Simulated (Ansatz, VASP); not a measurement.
One calculation of Ni, two programs

POSCAR

```
Ni
1.0
    1.7392196771      1.7392196771      0.0000000000
   -1.7392196771      1.7392196771      0.0000000000
    0.0000000000      0.0000000000      3.4784393542
Ni
2
Direct
    0.0000000000      0.0000000000      0.0000000000
    0.5000000000      0.5000000000      0.5000000000
```

INCAR.step1

```
SYSTEM = Ni
PREC = Accurate
ENCUT = 520
ISMEAR = -1
SIGMA = 0.08
LREAL = .FALSE.
LASPH = .TRUE.
NELM = 150
ISPIN = 2
MAGMOM = 1 1
LMAXMIX = 4
NBANDS = 21
GGA = PE
ALGO = Normal
EDIFF = 1E-4
LWAVE = .TRUE.
LCHARG = .FALSE.
```

File INCAR.step2:

```
SYSTEM = Ni
PREC = Accurate
ENCUT = 520
EDIFF = 1E-6
ISMEAR = -1
SIGMA = 0.08
LREAL = .FALSE.
LASPH = .TRUE.
NELM = 150
ALGO = Normal
ISIF = 2
LWAVE = .FALSE.
LCHARG = .FALSE.
ISPIN = 2
MAGMOM = 1 1
LORBIT = 11
LMAXMIX = 4
METAGGA = R2SCAN
LMIXTAU = .TRUE.
NBANDS = 21
ISTART = 1
```

Contents of KPOINTS:

```
regular mesh
0
G
  13 13 10
  0 0 0
```

Input for Ansatz:

```yaml
crystal:
  lattice:
    - [1.7392196771, 1.7392196771, 0.0]
    - [-1.7392196771, 1.7392196771, 0.0]
    - [0.0, 0.0, 3.4784393542]
  atoms:
    - { symbol: Ni, position: [0.0, 0.0, 0.0], spin: 1.0 }
    - { symbol: Ni, position: [0.5, 0.5, 0.5], spin: 1.0 }
magnetization:
  spin_polarized: true
kpoints:
  mp_grid: { grid: [13, 13, 10] }
scf:
  occupations: { method: fermi_dirac, width: 0.08 }
hamiltonian:
  xc: r2scan
  pseudopotentials: { kind: paw }
output:
  forces: true
  stress: true
  eigenvalues: true
  write_density: true
  write_potential: true
  elf: true
  volumetric_format: npy
```

Alike in both runs: task single point; functional r2SCAN; k mesh 13 × 13 × 10; occupations fermi-dirac, width 0.08 eV; collinear spin.

```csv
,VASP,Ansatz
version,VASP 6.6.1,Ansatz 0.2.0
potentials or method,"VASP PAW PBE potentials, release 64 (Ni)","PAW with Ansatz's default frozen-core files, scalar-relativistic"
plane-wave cutoff (eV),520,500
valence electrons in the cell,20,36
```

|  | VASP | Ansatz | Ansatz less VASP |
| --- | --- | --- | --- |
| pressure (GPa) | 0.4 | -0.2 | -0.52 |
| traceless stress, the component that is largest in VASP (GPa) | 0.15 | 0.11 | -0.047 |
| net moment per atom (μB) | 0.70 | 0.72 | +0.018 |
| size of the moment on the site where the two differ most (μB) | 0.72 | 0.78 | +0.065 |

VASP's potentials were made for PBE, not for r2SCAN. Site moments also hang on the region over which each program counts them. The functional is the same, so the differences come from potentials, cutoffs and numerics. VASP's potentials hold 20 valence electrons a cell and Ansatz's 36, so a difference there can come from the potentials and not from the codes. Ansatz's warnings: stability check not made.
